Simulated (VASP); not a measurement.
Runs of VASP 6.6.1 on Dy3Be2Se. The structure is that of space group P6/mmm (No. 191), or close to it. The cells are those of the table. The cell was generated, and may not be a known phase.

```tsv
task	cell	k mesh	gap on the mesh (eV)	pressure (GPa)	relaxed volume (Å³/atom)
relaxation of cell and atoms	relaxed from a = 4.502, b = 4.502, c = 7.917 Å, angles 90.0, 90.0, 120.0°, 6 atoms	6 × 6 × 2	none	-0.1	(a)
relaxation of cell and atoms	relaxed from a = 5.042, b = 5.042, c = 5.653 Å, angles 90.0, 90.0, 120.0°, 6 atoms	6 × 6 × 4	none	-0.1	21.03
single point	a = 5.053, b = 5.053, c = 5.658 Å, angles 90.0, 90.0, 120.0°, 6 atoms	12 × 12 × 8	none	0.4	-
single point	a = 4.502, b = 4.502, c = 7.917 Å, angles 90.0, 90.0, 120.0°, 6 atoms	6 × 6 × 2	none	14.4	-
single point	a = 5.055, b = 5.055, c = 5.655 Å, angles 90.0, 90.0, 120.0°, 6 atoms	6 × 6 × 4	none	0.4	-
```

Alike in all rows: level PBE; potentials or basis VASP PAW PBE potentials, release 64 (Dy_3, Be, Se), 4f in core; no spin polarisation; cutoff (eV) 600; smearing gaussian 0.1 eV.

Question: Estimate the missing entries.

Answer: (a) 20.92.

Caveats: some runs use coarse meshes; spin-orbit coupling is left out, which moves the levels of the heavy elements; the 4f electrons are frozen in the core, so they carry no moment and show no levels; the run has no spin polarisation, though such a crystal can be magnetic; a cell axis changed by over 15 % at a fixed basis, so the end point is rough (at least some runs).

A k mesh can miss the band edges, and the runs leave out spin-orbit coupling on Dy, Se.

A gap of «none» marks levels without a gap at the run's occupations.
